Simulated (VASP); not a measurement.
The system is Sn3GeSe.

```
CELL_PARAMETERS angstrom
4.97541 0.00000 0.00000
0.00000 4.97541 0.00000
0.00000 0.00000 5.54546
ATOMIC_POSITIONS crystal
Sn 0.00000 0.00000 0.93310
Sn 0.50000 0.00000 0.73827
Sn 0.00000 0.50000 0.73827
Ge 0.50000 0.50000 0.33839
Se 0.50000 0.50000 0.95768
```

The cell was generated, and may not be a known phase.

* Program: VASP 6.6.1
* Task: relaxation of cell and atoms
* Functional: PBE
* Potentials or basis: VASP PAW PBE potentials, release 64 (Sn_d, Ge_d, Se)
* Cutoff: 600 eV
* k mesh: 4 × 4 × 4
* Occupations: gaussian, width 0.1 eV
* Spin: no spin polarisation

At the start: pressure 14.7 GPa; volume 27.46 Å³/atom.

**Question.** How do energy, volume and symmetry change on relaxing?

**Answer.** Over 22 steps the energy falls by 613.8 meV/atom and the volume is 29.36 Å³/atom (+6.9 %); space group P4mm (No. 99, to 0.1 Å) before and after.

Step by step:
```csv
step,energy change (eV),largest force (eV/Å),pressure (GPa),volume (Å³)
1,0.0000,5.8777,14.67,137.28
2,-1.6823,0.5558,-4.32,193.53
3,-2.0311,0.9190,-1.08,170.66
4,-2.2210,0.9354,-1.23,167.02
5,-2.6298,0.7859,-0.72,156.08
6,-1.8194,2.9406,6.00,134.12
7,-2.6031,1.0134,0.40,151.25
8,-2.7390,0.5287,0.19,149.71
9,-2.8936,0.6989,0.10,146.20
10,-2.9125,0.8112,0.21,144.84
11,-2.9906,0.5644,-0.01,145.13
12,-3.0310,0.4140,-0.15,145.39
13,-3.0350,0.3959,-0.16,145.46
14,-3.0507,0.2353,0.08,144.86
15,-3.0534,0.1906,0.26,144.51
16,-3.0605,0.1632,0.13,145.38
17,-3.0660,0.1212,-0.24,147.17
18,-3.0674,0.0517,0.17,146.15
19,-3.0675,0.0577,0.07,146.39
20,-3.0682,0.0440,0.03,146.61
21,-3.0686,0.0506,-0.04,146.99
22,-3.0688,0.0114,0.02,146.81
```

Final structure:
```
CELL_PARAMETERS angstrom
5.10363 0.00000 0.00000
0.00000 5.10363 0.00000
0.00000 0.00000 5.63617
ATOMIC_POSITIONS crystal
Sn 0.00000 0.00000 0.98107
Sn 0.50000 0.00000 0.65271
Sn 0.00000 0.50000 0.65271
Ge 0.50000 0.50000 0.42672
Se 0.50000 0.50000 0.99250
```
